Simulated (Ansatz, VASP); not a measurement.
# Sb2AsSe2: VASP beside Ansatz

Contents of POSCAR:

```
Sb2AsSe2
1.0
    0.0000000000      4.0137300000      0.0000000000
    5.4493050000     -2.0068650000      0.0000000000
   -0.0478120000      2.0068650000    -11.4528060000
Sb As Se
4 2 4
Direct
    0.9548000000      0.7341000000      0.8245000000
    0.0452000000      0.2659000000      0.1755000000
    0.8119000000      0.2259000000      0.6021000000
    0.1881000000      0.7741000000      0.3979000000
    0.3942000000      0.7728000000      0.9844000000
    0.6058000000      0.2272000000      0.0156000000
    0.2114000000      0.1852000000      0.7624000000
    0.7886000000      0.8148000000      0.2376000000
    0.5937000000      0.7790000000      0.5916000000
    0.4063000000      0.2210000000      0.4084000000
```

The input INCAR.step1:

```
SYSTEM = Sb2AsSe2
PREC = Accurate ; ENCUT = 520
ISMEAR = -1 ; SIGMA = 0.1
LREAL = .FALSE. ; LASPH = .TRUE.
NELM = 60 ; NBANDS = 38
GGA = PE ; ALGO = Normal
EDIFF = 1E-4 ; LWAVE = .TRUE.
LCHARG = .FALSE.
```

Contents of INCAR.step2:

```
SYSTEM = Sb2AsSe2
PREC = Accurate ; ENCUT = 520
EDIFF = 1E-6 ; ISMEAR = -1
SIGMA = 0.1 ; LREAL = .FALSE.
LASPH = .TRUE. ; NELM = 60
ALGO = Normal ; ISIF = 2
LWAVE = .FALSE. ; LCHARG = .FALSE.
METAGGA = R2SCAN ; LMIXTAU = .TRUE.
NBANDS = 38 ; ISTART = 1
```

The input KPOINTS:

```
Automatic mesh
0
G
  5 5 5
  0 0 0
```

Input for Ansatz:

```yaml
crystal:
  lattice:
    - [0.0, 4.01373, 0.0]
    - [5.449305, -2.006865, 0.0]
    - [-0.047812, 2.006865, -11.452806]
  atoms:
    - { symbol: Sb, position: [0.9548, 0.7341, 0.8245] }
    - { symbol: Sb, position: [0.0452, 0.2659, 0.1755] }
    - { symbol: Sb, position: [0.8119, 0.2259, 0.6021] }
    - { symbol: Sb, position: [0.1881, 0.7741, 0.3979] }
    - { symbol: As, position: [0.3942, 0.7728, 0.9844] }
    - { symbol: As, position: [0.6058, 0.2272, 0.0156] }
    - { symbol: Se, position: [0.2114, 0.1852, 0.7624] }
    - { symbol: Se, position: [0.7886, 0.8148, 0.2376] }
    - { symbol: Se, position: [0.5937, 0.779, 0.5916] }
    - { symbol: Se, position: [0.4063, 0.221, 0.4084] }
  symmetry: { tolerance: 0.0003 }
kpoints:
  mp_grid: { grid: [5, 5, 5], shift: [0, 0, 0] }
  band_path:
    path:
      - [0.0, 0.0, 0.0]
      - [0.58289913, -0.29144957, 0.29144957]
      - [0.41710087, -0.70855043, 0.70855043]
      - [0.0, -0.5, 0.5]
      - [0.0, 0.0, 0.0]
      - [0.0, -0.5, 0.0]
      - [0.4475367, -0.72376835, 0.22376835]
      - [0.5524633, -0.27623165, -0.22376835]
      - [0.0, 0.0, -0.5]
      - [0.0, 0.0, 0.0]
      - [0.5, -0.5, 0.0]
    npoints: 6
magnetization:
  spin_polarized: false
scf:
  occupations: { method: fermi_dirac }
  lower_state_search: "off"
  max_iter: 200
hamiltonian:
  pseudopotentials: { kind: paw }
  xc: r2scan
basis:
  ecutwfc: 500
  fft_grid_basis: typed
output:
  forces: true
  stress: true
  eigenvalues: true
  populations: true
  elf: true
  write_potential: true
  volumetric_format: npy
  dos:
    e_range: [-12, 8]
    de: 0.05
    projected: { site_lists: { As: [As], Sb: [Sb], Se: [Se] } }
checkpoint:
  read: saved_state
```

Alike in both runs: task single point; functional r2SCAN; k mesh 5 × 5 × 5; no spin polarisation.

```csv
,VASP,Ansatz
version,VASP 6.6.1,Ansatz 0.2.0
potentials or method,"VASP PAW PBE potentials, release 64 (Sb, As, Se), cutoff 520 eV",PAW plane waves
occupations,"fermi-dirac, width 0.1 eV",fermi-dirac
valence electrons in the cell,54,154
```

VASP gave:

| Item | Value |
| --- | --- |
| pressure (GPa) | 5.4 |
| traceless stress, the component that is largest in VASP (GPa) | 2.94 |
| rms of the force components (eV/Å) | 0.661 |

Question: What did Ansatz give for the same quantities?

Answer: Pressure (GPa): 5.3; traceless stress, the component that is largest in VASP (GPa): 2.77; rms of the force components (eV/Å): 0.634.

VASP's potentials were made for PBE, not for r2SCAN. Atom by atom the forces differ by 0.036 eV/Å (rms over components). VASP's potentials hold 54 valence electrons a cell and Ansatz's 154, so a difference there can come from the potentials and not from the codes.

Spin-orbit coupling is off throughout.
